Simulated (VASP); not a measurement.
Here is a VASP 6.6.1 calculation.

INCAR

```
SYSTEM = Hf
PREC = Accurate
ENCUT = 520
EDIFF = 1E-7
ISMEAR = -1
SIGMA = 0.05
LREAL = .FALSE.
LASPH = .TRUE.
NELM = 100
ALGO = Normal
ISIF = 2
LWAVE = .FALSE.
LCHARG = .FALSE.
GGA = PS
IVDW = 13
NBANDS = 11
```

File KPOINTS:

```
Automatic mesh
0
G
  10 10 10
  0 0 0
```

The input POSCAR:

```
Hf
1.0
   -1.7411565370      1.7411565370      1.7411565370
    1.7411565370     -1.7411565370      1.7411565370
    1.7411565370      1.7411565370     -1.7411565370
Hf
1
Direct
    0.0000000000      0.0000000000      0.0000000000
```

Potentials or basis: VASP PAW PBE potentials, release 64 (Hf_pv).

Launch:

```bash
$ cat potpaw_PBE.64/Hf_pv/POTCAR > POTCAR
$ mpirun -np 1 vasp_std > vasp.out
```

(1) Predict the band gap on the k mesh.

(2) What does it give for the pressure?

(3) What does it give for the dispersion energy per atom?

## Answers

(1) zero (band 5 reaches 6.36 eV, above the bottom of band 6 at 4.00 eV).

(2) -0.2 GPa.

(3) -0.129 eV.

Caveat: the PAW data sets were made with another functional, which shifts forces and pressure a little; spin-orbit coupling is left out, which moves the levels of the heavy elements; pairwise dispersion overbinds metals, which lowers pressure and volume.
